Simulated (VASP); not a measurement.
# P (Cmce) in VASP: a series of runs, part 2 of 2

VASP 6.6.1. The steps go on from the part before.

**3. Single point, pbe exchange, lda correlation (21.28 Å³/atom)**

This run uses another cell than the first one, of 21.28 Å³/atom.

The input, INCAR:

```
PREC = Accurate
ENCUT = 500
EDIFF = 1E-6
ISMEAR = -1
SIGMA = 0.15
LREAL = F
LASPH = T
NELM = 120
ALGO = Normal
ISIF = 2
LWAVE = F
LCHARG = T
GGA = LIBXC
LIBXC1 = GGA_X_PBE
LIBXC2 = LDA_C_PW
LELF = T
LVHAR = T
NBANDS = 18
GGA_COMPAT = F
```

The input, KPOINTS:

```
regular mesh
0
Gamma
  8 8 6
```

The input, POSCAR:

```
P
1.0
    1.6694264413     -5.5369543634      0.0000000000
    1.6694264413      5.5369543634      0.0000000000
    0.0000000000      0.0000000000      4.6034271255
P
4
Direct
    0.9041431300      0.0958568700      0.5888151700
    0.0958568700      0.9041431300      0.4111848300
    0.5958568700      0.4041431300      0.0888151700
    0.4041431300      0.5958568700      0.9111848300
```

Potentials or basis: VASP PAW PBE potentials, release 64 (P).

Run with:

```
> cat potpaw_PBE.64/P/POTCAR > POTCAR
> mpirun -np 1 vasp_std > vasp.out
```

OUTCAR:

```text
PREC = Accurate
   ENCUT = 500
   EDIFF = 1E-6
   ISMEAR = -1
   LREAL = F
   LASPH = T
   NELM = 120
   ISIF = 2
   GGA = LIBXC

 ion  position               nearest neighbor table
   1  0.904  0.096  0.589-   4 2.23   4 2.23   2 2.28
   2  0.096  0.904  0.411-   3 2.23   3 2.23   1 2.28
   3  0.596  0.404  0.089-   2 2.23   2 2.23   4 2.28
   4  0.404  0.596  0.911-   1 2.23   1 2.23   3 2.28

  LATTYP: Found a base centered orthorhombic cell.
 ALAT       =     3.3388528826
 B/A-ratio  =     3.3166806434
 C/A-ratio  =     1.3787451222

  Lattice vectors:

 A1 = (   1.6694264413,  -5.5369543634,   0.0000000000)
 A2 = (   1.6694264413,   5.5369543634,   0.0000000000)
 A3 = (   0.0000000000,   0.0000000000,   4.6034271255)

Analysis of symmetry for initial positions (statically):
=====================================================================
 Subroutine PRICEL returns:
 Original cell was already a primitive cell.

 Routine SETGRP: Setting up the symmetry group for a
 base centered orthorhombic supercell.

 Subroutine GETGRP returns: Found  8 space group operations
 (whereof  4 operations were pure point group operations)
 out of a pool of  8 trial point group operations.

The static configuration has the point symmetry C_2h.
 The point group associated with its full space group is D_2h.

Analysis of symmetry for dynamics (positions and initial velocities):
=====================================================================
 Subroutine PRICEL returns:
 Original cell was already a primitive cell.

 Routine SETGRP: Setting up the symmetry group for a
 base centered orthorhombic supercell.

 Subroutine GETGRP returns: Found  8 space group operations
 (whereof  4 operations were pure point group operations)
 out of a pool of  8 trial point group operations.

The dynamic configuration has the point symmetry C_2h.
 The point group associated with its full space group is D_2h.

 Subroutine INISYM returns: Found  8 space group operations
 (whereof  4 operations are pure point group operations),
 and found     1 'primitive' translations

----------------------------------------------------------------------------------------

                                     Primitive cell

  volume of cell :      85.1039

  direct lattice vectors                    reciprocal lattice vectors
     1.669426441 -5.536954363  0.000000000     0.299504062 -0.090302352  0.000000000
     1.669426441  5.536954363  0.000000000     0.299504062  0.090302352  0.000000000
     0.000000000  0.000000000  4.603427125     0.000000000  0.000000000  0.217229462

  length of vectors
     5.783152105  5.783152105  4.603427125     0.312821351  0.312821351  0.217229462

  position of ions in fractional coordinates (direct lattice)
     0.904143130  0.095856870  0.588815170
     0.095856870  0.904143130  0.411184830
     0.595856870  0.404143130  0.088815170
     0.404143130  0.595856870  0.911184830

  ion indices of the primitive-cell ions
   primitive index   ion index
                 1           1
                 2           2
                 3           3
                 4           4

----------------------------------------------------------------------------------------

 KPOINTS: regular mesh

Automatic generation of k-mesh.
 Grid dimensions read from file:
 generate k-points for:    8    8    6

 Generating k-lattice:

  Cartesian coordinates                     Fractional coordinates (reciprocal lattice)
     0.037438008 -0.011287794  0.000000000     0.125000000  0.000000000  0.000000000
     0.037438008  0.011287794  0.000000000     0.000000000  0.125000000  0.000000000
     0.000000000  0.000000000  0.036204910     0.000000000  0.000000000  0.166666667

  Length of vectors
     0.039102669  0.039102669  0.036204910

  Shift w.r.t. Gamma in fractional coordinates (k-lattice)
     0.000000000  0.000000000  0.000000000

 Subroutine IBZKPT returns following result:
 ===========================================

 Found     84 irreducible k-points:

 Following reciprocal coordinates:
            Coordinates               Weight
  0.000000  0.000000  0.000000      1.000000
  0.125000  0.000000  0.000000      4.000000
  0.250000  0.000000  0.000000      4.000000
  0.375000  0.000000  0.000000      4.000000
  0.500000  0.000000  0.000000      2.000000
  0.125000  0.125000  0.000000      2.000000
[... 16 lines left out ...]
  0.125000  0.000000  0.166667      8.000000
  0.250000  0.000000  0.166667      8.000000
 [... further k-points ...]
   k-points           NKPTS =     84   k-points in BZ     NKDIM =     84   number of bands    NBANDS=     18
   number of dos      NEDOS =    301   number of ions     NIONS =      4
   total plane-waves  NPLWV =  63504
   dimension x,y,z NGX =    42 NGY =   42 NGZ =   36
   dimension x,y,z NGXF=    84 NGYF=   84 NGZF=   72
   ions per type =               4
   NGX,Y,Z   is equivalent  to a cutoff of  12.07, 12.07, 13.00 a.u.
   NGXF,Y,Z  is equivalent  to a cutoff of  24.15, 24.15, 26.00 a.u.
 SYSTEM =  unknown system
   PREC   = accura    normal or accurate (medium, high low for compatibility)
   ISTART =      0    job   : 0-new  1-cont  2-samecut
   ICHARG =      2    charge: 1-file 2-atom 10-const
   ISPIN  =      1    spin polarized calculation?
   LNONCOLLINEAR =      F non collinear calculations
   LSORBIT =      F    spin-orbit coupling
   LASPH  =      T    aspherical Exc in radial PAW
   ENCUT  =  500.0 eV  36.75 Ry    6.06 a.u.  10.54 10.54  8.39*2*pi/ulx,y,z
   NELM   =    120;   NELMIN=  2; NELMDL= -5     # of ELM steps
   EDIFF  = 0.1E-05   stopping-criterion for ELM
   LREAL  =      F    real-space projection
   EDIFFG = 0.1E-04   stopping-criterion for IOM
   NSW    =      0    number of steps for IOM
   IBRION =     -1    ionic relax: 0-MD 1-quasi-New 2-CG
   NFREE  =      0    steps in history (QN), initial steepest desc. (CG)
   ISIF   =      2    stress and relaxation
   ISYM   =      2    0-nonsym 1-usesym 2-fastsym
   POTIM  = 0.5000    time-step for ionic-motion
   TEBEG  =    0.0;   TEEND  =   0.0 temperature during run
   PSTRESS=    0.0 pullay stress
   NELECT =      20.0000    total number of electrons
   NUPDOWN=      -1.0000    fix difference up-down
   EMIN   =  10.00;   EMAX   =-10.00  energy-range for DOS
   EFERMI =   0.00;   METHOD = LEGACY
   ISMEAR =    -1;   SIGMA  =   0.15  broadening in eV -4-tet -1-fermi 0-gaus
   EFERMI_NEDOS =   21; number of points for ismear=-14 and -15
   IALGO  =     38    algorithm
   IMIX   =      4    mixing-type and parameters
     AMIX     =   0.40;   BMIX     =  1.00
     AMIX_MAG =   1.60;   BMIX_MAG =  1.00
  volume/ion in A,a.u.               =      21.28       143.58
  Fermi-wavevector in a.u.,A,eV,Ry     =   1.010264  1.909123 13.886567  1.020634
  Thomas-Fermi vector in A             =   2.143243
   LORBIT       =      0    0 simple, 1 ext, 2 COOP (PROOUT), +10 PAW based schemes
   GGA     = LIBXC    functional components
   LHFCALC =     F    Hartree Fock is set to
   AEXX    =    0.0000 exact exchange contribution
   IVDW    =     0    specifies the selected vdW correction
   LEPSILON=     F    determine dielectric tensor
   LRPA    =     F    only Hartree local field effects (RPA)
 non-spin polarized calculation
  energy-cutoff  :      500.00
  volume of cell :       85.10
 maximum number of plane-waves:      2188
   NGX = 21   NGY = 21   NGZ = 17

 number of electron      20.0000001 magnetization

 Free energy of the ion-electron system (eV)
  ---------------------------------------------------
  ext. energy  EPLUGINS =         0.00000000
  ---------------------------------------------------
  free energy    TOTEN  =       -18.08129288 eV

  energy without entropy =      -18.07349357  energy(sigma->0) =      -18.07739322

 E-fermi :   5.4114     XC(G=0):  -8.9831

 val. band max:        5.2965567333   @ k =   0.5000   0.5000   0.0000
 cond. band min:       5.6919826928   @ k =   0.5000   0.5000   0.0000
 fundamental gap:      0.3954259595
 Fermi energy:         5.4114432807

 k-point     1 :       0.0000    0.0000    0.0000
  band No.  band energies     occupation
      1     -10.0319      2.00000
      2      -7.4615      2.00000
      3      -4.3282      2.00000
      4      -1.0110      2.00000
      5       0.2303      2.00000
      6       0.8564      2.00000
[... 10 lines left out ...]
     17      12.5318      0.00000
     18      12.9430      0.00000
[... 466 lines left out ...]
      2      -7.0062      2.00000
      3      -4.7184      2.00000
      4      -1.8559      2.00000
      5      -0.5143      2.00000
      6      -0.1729      2.00000
[... 10 lines left out ...]
     17      11.1329      0.00000
     18      12.3425      0.00000

 [... further k-points ...]
[... 5 lines left out ...]
  --------------------------------------------------------------------------------------
  -------------------------------------------------------------------------------------
  Total        2.3272606      2.2476990      2.4884309      0.0000000      0.0000000      0.0000000
  in kB       43.8133135     42.3154772     46.8475271      0.0000000      0.0000000      0.0000000
  external PRESSURE =      44.3254393 kB  Pullay stress =       0.0000000 kB

 VOLUME and BASIS-vectors are now :
 -----------------------------------------------------------------------------
  energy-cutoff  :      500.00
  volume of cell :       85.10
      direct lattice vectors                 reciprocal lattice vectors
     1.669426441 -5.536954363  0.000000000     0.299504062 -0.090302352  0.000000000
     1.669426441  5.536954363  0.000000000     0.299504062  0.090302352  0.000000000
     0.000000000  0.000000000  4.603427125     0.000000000  0.000000000  0.217229462

 POSITION                                       TOTAL-FORCE (eV/Angst)
 -----------------------------------------------------------------------------------
      1.66943     -4.47544      2.71057         0.000000      0.067226     -0.028842
      1.66943      4.47544      1.89286         0.000000     -0.067226      0.028842
      1.66943     -1.06151      0.40885         0.000000     -0.067226     -0.028842
      1.66943      1.06151      4.19457         0.000000      0.067226      0.028842
 -----------------------------------------------------------------------------------
    total drift:                               -0.000000      0.000000      0.000000

  FREE ENERGIE OF THE ION-ELECTRON SYSTEM (eV)
  ---------------------------------------------------
  free  energy   TOTEN  =       -18.0812928791 eV

  energy  without entropy=      -18.0734935675  energy(sigma->0) =      -18.07739322
```

stdout:

```text
POSCAR found type information on POSCAR P
 POSCAR found :  1 types and       4 ions
 scaLAPACK will be used
 -----------------------------------------------------------------------------
|                                                                             |
|                                                                             |
|     You enforced a specific xc type in the INCAR file but a different       |
|     I HOPE YOU KNOW WHAT YOU ARE DOING!                                     |
|                                                                             |
 -----------------------------------------------------------------------------

 LDA part: xc-table for (None,None), standard interpolation
 POSCAR, INCAR and KPOINTS ok, starting setup
 FFT: planning ... GRIDC
 FFT: planning ... GRID_SOFT
 FFT: planning ... GRID
 WAVECAR not read
 entering main loop
```

Wall time 66 s (1 thread of Intel Xeon 6975P-C (Granite Rapids), shared host); peak memory 0.27 GiB.

What came out:

```yaml
Free_energy: -18.0813 eV
Pressure: 4.4 GPa
Largest_force: 0.073 eV/Å
Band_gap_on_the_k_mesh: 0.40 eV
```

Forces in eV/Å, atoms in the order of the input:
```
P    0.000  0.067 -0.029
P    0.000 -0.067  0.029
P    0.000 -0.067 -0.029
P    0.000  0.067  0.029
```

Stress tensor (GPa, compression positive):
```
4.38 0.00 0.00
0.00 4.23 0.00
0.00 0.00 4.68
```

Levels at points of the mesh, in eV from the valence-band top:
```csv
k point,band 6,band 7,band 8,band 9,band 10,band 11,band 12,band 13,band 14,band 15
"(0.00, 0.00, 0.00)",-4.44,-3.86,-2.51,-2.47,-1.08,0.84,1.39,2.05,2.83,5.21
"(0.50, 0.00, 0.00)",-5.27,-3.18,-3.18,-2.41,-2.41,0.96,0.96,1.78,1.78,3.41
"(0.50, 0.50, 0.00)",-5.09,-3.95,-2.33,-1.42,0.00,0.40,1.19,2.20,2.73,5.48
"(0.00, 0.00, 0.50)",-4.05,-3.12,-3.12,-1.54,-1.54,1.54,1.54,2.96,2.96,4.47
"(0.50, 0.00, 0.50)",-5.31,-4.98,-4.98,-1.68,-1.68,1.92,1.92,3.50,3.50,5.14
"(0.50, 0.50, 0.50)",-3.15,-2.64,-2.64,-1.84,-1.84,1.60,1.60,2.68,2.68,3.17
```

Caveat: the cell stands under pressure; the PAW data sets were made with another functional, which shifts forces and pressure a little. A k mesh can miss the band edges.
